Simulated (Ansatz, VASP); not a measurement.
Two plane-wave programs on C

INCAR

```
SYSTEM = C
PREC = Accurate
ENCUT = 520
EDIFF = 1E-6
ISMEAR = 0
SIGMA = 0.05
LREAL = .False.
LASPH = .True.
NELM = 60
ALGO = Normal
ISIF = 2
LWAVE = .False.
LCHARG = .False.
GGA = CA
NBANDS = 26
```

Contents of KPOINTS:

```
regular mesh
0
Gamma
  8 8 8
  0 0 0
```

File POSCAR:

```
C
1.0
    1.3916690928      2.4448680937     -3.3373019203
    1.3916690928     -2.4448680937     -3.3373019203
   -2.8429274761      0.0000000000     -3.3141068708
C
8
Direct
    0.8936092372      0.4396239896      0.6666169904
    0.4166166134      0.9166166134      0.6666169904
    0.9166166134      0.9166166134      0.1666169904
    0.4166166134      0.4166166134      0.1666169904
    0.0833833866      0.5833833866      0.3333830096
    0.5833833866      0.0833833866      0.3333830096
    0.0833833866      0.0833833866      0.8333830096
    0.5833833866      0.5833833866      0.8333830096
```

Input for Ansatz:

```yaml
crystal:
  lattice:
    - [1.3916690928, 2.4448680937, -3.3373019203]
    - [1.3916690928, -2.4448680937, -3.3373019203]
    - [-2.8429274761, 0.0, -3.3141068708]
  atoms:
    - { symbol: C, position: [0.8936092372, 0.4396239896, 0.6666169904] }
    - { symbol: C, position: [0.4166166134, 0.9166166134, 0.6666169904] }
    - { symbol: C, position: [0.9166166134, 0.9166166134, 0.1666169904] }
    - { symbol: C, position: [0.4166166134, 0.4166166134, 0.1666169904] }
    - { symbol: C, position: [0.0833833866, 0.5833833866, 0.3333830096] }
    - { symbol: C, position: [0.5833833866, 0.0833833866, 0.3333830096] }
    - { symbol: C, position: [0.0833833866, 0.0833833866, 0.8333830096] }
    - { symbol: C, position: [0.5833833866, 0.5833833866, 0.8333830096] }
basis:
  ecutwfc: 420
kpoints:
  mp_grid: { grid: [8, 8, 8] }
hamiltonian:
  xc: lda
scf:
  occupations: { method: gaussian, width: 0.05 }
output:
  forces: true
  stress: true
  eigenvalues: true
```

Alike in both runs: task single point; functional LDA; k mesh 8 × 8 × 8; occupations gaussian, width 0.05 eV; no spin polarisation.

|  | VASP | Ansatz |
| --- | --- | --- |
| version | VASP 6.6.1 | Ansatz 0.2.0 |
| potentials or method | VASP PAW LDA potentials, release 64 (C), cutoff 520 eV | scalar-relativistic, plane waves, PAW |
| valence electrons in the cell | 32 | 32 |

```tsv
	VASP	Ansatz	Ansatz less VASP
gap on the k mesh at the Fermi level (eV)	0.25	0.25	+0.001
least direct gap on the mesh (eV)	0.25	0.25	+0.001
pressure (GPa)	2.5	1.7	-0.79
traceless stress, the component that is largest in VASP (GPa)	3.75	3.73	-0.022
rms of the force components (eV/Å)	1.812	1.814	+0.0021
```

LDA's correlation is that of Perdew and Zunger in VASP and of Perdew and Wang (1992) in Ansatz. Atom by atom the forces differ by 0.005 eV/Å (rms over components).
